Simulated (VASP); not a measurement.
# Al (Im-3m) in VASP: further runs, part 2 of 2

VASP 6.6.1.

**3. Single point, PBE (volume scaled by 0.43)**

The input, INCAR:

```
SYSTEM = Al
ALGO = Normal
EDIFF = 1E-6
ENCUT = 520
GGA = PE
ISIF = 2
ISMEAR = -1
LASPH = .True.
LCHARG = .True.
LELF = .True.
LREAL = .False.
LVHAR = .True.
LWAVE = .False.
NBANDS = 8
NELM = 60
PREC = Accurate
SIGMA = 0.1
```

The input, KPOINTS:

```
k-points
0
Gamma
  18 18 18
  0 0 0
```

The input, POSCAR:

```
Al
1.0
   -1.2211354462      1.2211354462      1.2211354462
    1.2211354462     -1.2211354462      1.2211354462
    1.2211354462      1.2211354462     -1.2211354462
Al
1
Direct
    0.0000000000      0.0000000000      0.0000000000
```

Potentials or basis: VASP PAW PBE potentials, release 64 (Al).

The run is started by

```sh
$ cat potpaw_PBE.64/Al/POTCAR > POTCAR
$ mpirun -np 1 vasp_std > vasp.out
```

OUTCAR:

```text
SYSTEM = Al
   EDIFF = 1E-6
   ENCUT = 520
   GGA = PE
   ISIF = 2
   ISMEAR = -1
   LASPH = .True.
   LREAL = .False.
   NELM = 60
   PREC = Accurate

 ion  position               nearest neighbor table
   1  0.000  0.000  0.000-

  LATTYP: Found a body centered cubic cell.
 ALAT       =     2.4422708924

  Lattice vectors:

 A1 = (  -1.2211354462,   1.2211354462,   1.2211354462)
 A2 = (   1.2211354462,  -1.2211354462,   1.2211354462)
 A3 = (   1.2211354462,   1.2211354462,  -1.2211354462)

Analysis of symmetry for initial positions (statically):
=====================================================================
 Subroutine PRICEL returns:
 Original cell was already a primitive cell.

 Routine SETGRP: Setting up the symmetry group for a
 body centered cubic supercell.

 Subroutine GETGRP returns: Found 48 space group operations
 (whereof 48 operations were pure point group operations)
 out of a pool of 48 trial point group operations.

The static configuration has the point symmetry O_h .

Analysis of symmetry for dynamics (positions and initial velocities):
=====================================================================
 Subroutine PRICEL returns:
 Original cell was already a primitive cell.

 Routine SETGRP: Setting up the symmetry group for a
 body centered cubic supercell.

 Subroutine GETGRP returns: Found 48 space group operations
 (whereof 48 operations were pure point group operations)
 out of a pool of 48 trial point group operations.

The dynamic configuration has the point symmetry O_h .

 Subroutine INISYM returns: Found 48 space group operations
 (whereof 48 operations are pure point group operations),
 and found     1 'primitive' translations

----------------------------------------------------------------------------------------

                                     Primitive cell

  volume of cell :       7.2837

  direct lattice vectors                    reciprocal lattice vectors
    -1.221135446  1.221135446  1.221135446     0.000000000  0.409454988  0.409454988
     1.221135446 -1.221135446  1.221135446     0.409454988  0.000000000  0.409454988
     1.221135446  1.221135446 -1.221135446     0.409454988  0.409454988  0.000000000

  length of vectors
     2.115068636  2.115068636  2.115068636     0.579056798  0.579056798  0.579056798

  position of ions in fractional coordinates (direct lattice)
     0.000000000  0.000000000  0.000000000

  ion indices of the primitive-cell ions
   primitive index   ion index
                 1           1

----------------------------------------------------------------------------------------

 KPOINTS: k-points

Automatic generation of k-mesh.
 Grid dimensions read from file:
 generate k-points for:   18   18   18

 Generating k-lattice:

  Cartesian coordinates                     Fractional coordinates (reciprocal lattice)
     0.000000000  0.022747499  0.022747499     0.055555556  0.000000000  0.000000000
     0.022747499  0.000000000  0.022747499     0.000000000  0.055555556  0.000000000
     0.022747499  0.022747499  0.000000000     0.000000000  0.000000000  0.055555556

  Length of vectors
     0.032169822  0.032169822  0.032169822

  Shift w.r.t. Gamma in fractional coordinates (k-lattice)
     0.000000000  0.000000000  0.000000000

 Subroutine IBZKPT returns following result:
 ===========================================

 Found    195 irreducible k-points:

 Following reciprocal coordinates:
            Coordinates               Weight
  0.000000  0.000000  0.000000      1.000000
  0.055556  0.000000  0.000000     12.000000
  0.111111  0.000000  0.000000     12.000000
  0.166667  0.000000  0.000000     12.000000
  0.222222  0.000000  0.000000     12.000000
  0.277778  0.000000  0.000000     12.000000
[... 16 lines left out ...]
  0.333333  0.111111 -0.000000     48.000000
  0.388889  0.111111  0.000000     48.000000
 [... further k-points ...]
   k-points           NKPTS =    195   k-points in BZ     NKDIM =    195   number of bands    NBANDS=      8
   number of dos      NEDOS =    301   number of ions     NIONS =      1
   total plane-waves  NPLWV =   4096
   dimension x,y,z NGX =    16 NGY =   16 NGZ =   16
   dimension x,y,z NGXF=    32 NGYF=   32 NGZF=   32
   ions per type =               1
   NGX,Y,Z   is equivalent  to a cutoff of  12.58, 12.58, 12.58 a.u.
   NGXF,Y,Z  is equivalent  to a cutoff of  25.15, 25.15, 25.15 a.u.
 SYSTEM =  Al
   PREC   = accura    normal or accurate (medium, high low for compatibility)
   ISTART =      0    job   : 0-new  1-cont  2-samecut
   ICHARG =      2    charge: 1-file 2-atom 10-const
   ISPIN  =      1    spin polarized calculation?
   LNONCOLLINEAR =      F non collinear calculations
   LSORBIT =      F    spin-orbit coupling
   LASPH  =      T    aspherical Exc in radial PAW
   ENCUT  =  520.0 eV  38.22 Ry    6.18 a.u.   3.93  3.93  3.93*2*pi/ulx,y,z
   NELM   =     60;   NELMIN=  2; NELMDL= -5     # of ELM steps
   EDIFF  = 0.1E-05   stopping-criterion for ELM
   LREAL  =      F    real-space projection
   EDIFFG = 0.1E-04   stopping-criterion for IOM
   NSW    =      0    number of steps for IOM
   IBRION =     -1    ionic relax: 0-MD 1-quasi-New 2-CG
   NFREE  =      0    steps in history (QN), initial steepest desc. (CG)
   ISIF   =      2    stress and relaxation
   ISYM   =      2    0-nonsym 1-usesym 2-fastsym
   POTIM  = 0.5000    time-step for ionic-motion
   TEBEG  =    0.0;   TEEND  =   0.0 temperature during run
   PSTRESS=    0.0 pullay stress
   NELECT =       3.0000    total number of electrons
   NUPDOWN=      -1.0000    fix difference up-down
   EMIN   =  10.00;   EMAX   =-10.00  energy-range for DOS
   EFERMI =   0.00;   METHOD = LEGACY
   ISMEAR =    -1;   SIGMA  =   0.10  broadening in eV -4-tet -1-fermi 0-gaus
   EFERMI_NEDOS =   21; number of points for ismear=-14 and -15
   IALGO  =     38    algorithm
   IMIX   =      4    mixing-type and parameters
     AMIX     =   0.40;   BMIX     =  1.00
     AMIX_MAG =   1.60;   BMIX_MAG =  1.00
  volume/ion in A,a.u.               =       7.28        49.15
  Fermi-wavevector in a.u.,A,eV,Ry     =   1.218049  2.301779 20.186192  1.483643
  Thomas-Fermi vector in A             =   2.353349
   LORBIT       =      0    0 simple, 1 ext, 2 COOP (PROOUT), +10 PAW based schemes
   GGA     = PE    functional components
   LHFCALC =     F    Hartree Fock is set to
   AEXX    =    0.0000 exact exchange contribution
   IVDW    =     0    specifies the selected vdW correction
   LEPSILON=     F    determine dielectric tensor
   LRPA    =     F    only Hartree local field effects (RPA)
 non-spin polarized calculation
  energy-cutoff  :      520.00
  volume of cell :        7.28
 maximum number of plane-waves:       212
   NGX =  7   NGY =  7   NGZ =  7

 number of electron       3.0000000 magnetization

 Free energy of the ion-electron system (eV)
  ---------------------------------------------------
  ext. energy  EPLUGINS =         0.00000000
  ---------------------------------------------------
  free energy    TOTEN  =         1.24340031 eV

  energy without entropy =        1.25137015  energy(sigma->0) =        1.24738523

 E-fermi :  19.5452     XC(G=0): -13.6173

 val. band max:       19.4914750407   @ k =   0.2222   0.2222   0.1111
 cond. band min:      19.5641437506   @ k =   0.5000   0.5000   0.3889
 fundamental gap:      0.0726687099
 Fermi energy:        19.5452281372

 k-point     1 :       0.0000    0.0000    0.0000
  band No.  band energies     occupation
      1       1.9818      2.00000
      2      39.2957      0.00000
      3      39.2957      0.00000
      4      39.2957      0.00000
      5      44.0631      0.00000
      6      44.0631      0.00000
      7      47.1068      0.00000
      8      47.1068      0.00000

 k-point     2 :       0.0556    0.0000    0.0000
  band No.  band energies     occupation
      1       2.1341      2.00000
      2      38.1238      0.00000
      3      38.5506      0.00000
      4      39.2155      0.00000
      5      42.6067      0.00000
      6      43.1694      0.00000
      7      48.1605      0.00000
      8      48.1630      0.00000
[... 221 lines left out ...]
 k-point    23 :       0.3333    0.1111   -0.0000
  band No.  band energies     occupation
      1       9.3979      2.00000
      2      19.0088      1.99068
      3      27.9388      0.00000
      4      36.3458      0.00000
      5      38.9471      0.00000
      6      44.7716      0.00000
      7      49.7403      0.00000
      8      56.2636      0.00000

 k-point    24 :       0.3889    0.1111    0.0000
  band No.  band energies     occupation
      1      11.3041      2.00000
      2      16.4906      2.00000
      3      27.5287      0.00000
      4      36.0975      0.00000
      5      38.7250      0.00000
      6      44.7227      0.00000
      7      50.1163      0.00000
      8      57.0234      0.00000

 [... further k-points ...]
[... 5 lines left out ...]
  --------------------------------------------------------------------------------------
  -------------------------------------------------------------------------------------
  Total       15.1411324     15.1411324     15.1411324     -0.0000000     -0.0000000     -0.0000000
  in kB     3330.5613161   3330.5613161   3330.5613161     -0.0000000     -0.0000000     -0.0000000
  external PRESSURE =    3330.5613161 kB  Pullay stress =       0.0000000 kB

 VOLUME and BASIS-vectors are now :
 -----------------------------------------------------------------------------
  energy-cutoff  :      520.00
  volume of cell :        7.28
      direct lattice vectors                 reciprocal lattice vectors
    -1.221135446  1.221135446  1.221135446     0.000000000  0.409454988  0.409454988
     1.221135446 -1.221135446  1.221135446     0.409454988  0.000000000  0.409454988
     1.221135446  1.221135446 -1.221135446     0.409454988  0.409454988  0.000000000

 POSITION                                       TOTAL-FORCE (eV/Angst)
 -----------------------------------------------------------------------------------
      0.00000      0.00000      0.00000        -0.000000      0.000000     -0.000000
 -----------------------------------------------------------------------------------
    total drift:                                0.000000      0.000000     -0.000000

  FREE ENERGIE OF THE ION-ELECTRON SYSTEM (eV)
  ---------------------------------------------------
  free  energy   TOTEN  =         1.2434003123 eV

  energy  without entropy=        1.2513701507  energy(sigma->0) =        1.24738523
```

It took 5.3 s on 1 thread of Intel Xeon Platinum 8488C (Sapphire Rapids), shared host; peak memory 0.11 GiB.

What came out:

```
Free energy : 1.2434 eV
Pressure    : 333.1 GPa
```

Levels at points of the mesh, in eV from the Fermi level:
| k point | band 1 | band 2 | band 3 | band 4 | band 5 |
| --- | --- | --- | --- | --- | --- |
| (0.00, 0.00, 0.00) | -17.56 | 19.75 | 19.75 | 19.75 | 24.52 |
| (0.50, 0.00, 0.00) | -7.22 | -5.01 | 10.64 | 17.33 | 18.04 |
| (0.50, 0.50, 0.50) | 1.05 | 1.05 | 5.04 | 5.04 | 5.04 |
